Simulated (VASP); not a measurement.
Runs of VASP 6.6.1 on InPd. The structure is that of space group Pm-3m (No. 221), or close to it. The cells are those of the table. 

| task | cell | cutoff (eV) | gap on the mesh (eV) | pressure (GPa) |
| --- | --- | --- | --- | --- |
| relaxation of cell and atoms | relaxed to 10 GPa from a = 3.270 Å, 2 atoms | 600 | none | 9.9 |
| single point | a = 3.181 Å, 2 atoms | 520 | none | 10.3 |
| single point | a = 3.211 Å, 2 atoms | 520 | none | 5.2 |
| single point | a = 3.249 Å, 2 atoms | 520 | none | (a) |
| relaxation of cell and atoms | relaxed to 5 GPa from a = 3.270 Å, 2 atoms | 600 | none | 4.8 |
| single point | a = 3.132 Å, 2 atoms | 520 | none | 20.4 |
| relaxation of cell and atoms | relaxed to 20 GPa from a = 3.270 Å, 2 atoms | 600 | none | 20.1 |
| relaxation of cell and atoms | relaxed from a = 3.270 Å, 2 atoms | 600 | none | 0.0 |

Alike in all rows: level PBEsol; potentials or basis VASP PAW PBE potentials, release 64 (In_d, Pd); no spin polarisation; k mesh 7 × 7 × 7; smearing methfessel-paxton 0.1 eV.

Task: Estimate the missing entries.

Result: (a) 0.2.

Caveats: the PAW data sets were made with another functional, which shifts forces and pressure a little; spin-orbit coupling is left out, which moves the levels of the heavy elements; the cell is relaxed towards a set pressure, so the enthalpy falls and the energy may rise (some runs).

A k mesh can miss the band edges, and the runs leave out spin-orbit coupling on In, Pd.

A gap of «none» marks levels without a gap at the run's occupations.
